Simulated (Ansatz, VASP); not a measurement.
## One calculation of WS2, two programs

File INCAR:

```
  ALGO = Normal
  EDIFF = 1E-6
  ENCUT = 520
  GGA = PE
  ISIF = 2
  ISMEAR = -1
  LASPH = True
  LCHARG = False
  LREAL = False
  LWAVE = False
  NBANDS = 35
  NELM = 60
  PREC = Accurate
  SIGMA = 0.02
```

The input KPOINTS:

```
k-points
0
Gamma
  12 12 2
```

Contents of POSCAR:

```
WS2
1.0
    3.1699447091      0.0000000000      0.0000000000
   -1.5849723546      2.7452526467      0.0000000000
    0.0000000000      0.0000000000     12.4911158352
W S
2 4
Direct
    0.3333333333      0.6666666667      0.2500000000
    0.6666666667      0.3333333333      0.7500000000
    0.3333333333      0.6666666667      0.6248924628
    0.6666666667      0.3333333333      0.1248924628
    0.3333333333      0.6666666667      0.8751075372
    0.6666666667      0.3333333333      0.3751075372
```

Input for Ansatz:

```yaml
crystal:
  lattice:
    - [3.1699447091, 0.0, 0.0]
    - [-1.5849723546, 2.7452526467, 0.0]
    - [0.0, 0.0, 12.4911158352]
  atoms:
    - { symbol: W, position: [0.3333333333, 0.6666666667, 0.25] }
    - { symbol: W, position: [0.6666666667, 0.3333333333, 0.75] }
    - { symbol: S, position: [0.3333333333, 0.6666666667, 0.6248924628] }
    - { symbol: S, position: [0.6666666667, 0.3333333333, 0.1248924628] }
    - { symbol: S, position: [0.3333333333, 0.6666666667, 0.8751075372] }
    - { symbol: S, position: [0.6666666667, 0.3333333333, 0.3751075372] }
kpoints:
  mp_grid: { grid: [12, 12, 2] }
  band_path:
    path:
      - [[0.0, 0.0, 0.0], [0.5, -7.171953063058e-17, 0.0], [0.3333333333333, 0.3333333333333, 0.0], [0.0, 0.0, 0.0], [0.0, 0.0, 0.5], [0.5, -7.171953063058e-17, 0.5], [0.3333333333333, 0.3333333333333, 0.5], [0.0, 0.0, 0.5]]
      - [[0.5, -7.171953063058e-17, 0.5], [0.5, -7.171953063058e-17, 0.0]]
      - [[0.3333333333333, 0.3333333333333, 0.5], [0.3333333333333, 0.3333333333333, 0.0]]
    npoints: 10
hamiltonian:
  xc: pbe
scf:
  occupations: { method: fermi_dirac, width: 0.02 }
  n_extra_bands: 5
output:
  forces: true
  stress: true
  eigenvalues: true
```

Alike in both runs: task single point; functional PBE; k mesh 12 × 12 × 2; occupations fermi-dirac, width 0.02 eV; no spin polarisation.

```csv
,VASP,Ansatz
version,VASP 6.6.1,Ansatz 0.2.0
potentials or method,"VASP PAW PBE potentials, release 64 (W_sv, S)","plane waves, PAW"
plane-wave cutoff (eV),520,420
valence electrons in the cell,52,52
```

VASP gave:

| Quantity | Value |
| --- | --- |
| gap on the k mesh at the Fermi level (eV) | 1.06 |
| pressure (GPa) | 3.2 |
| traceless stress, the component that is largest in VASP (GPa) | 0.92 |
| rms of the force components (eV/Å) | 0.093 |

Task: Which values does Ansatz return?

Result: gap on the k mesh at the Fermi level (eV): 1.05; pressure (GPa): 3.3; traceless stress, the component that is largest in VASP (GPa): 0.91; rms of the force components (eV/Å): 0.092.

Atom by atom the forces differ by 0.001 eV/Å (rms over components). With one functional, cell and mesh, what is left measures potentials, basis and numerics.

Spin-orbit coupling is off throughout.
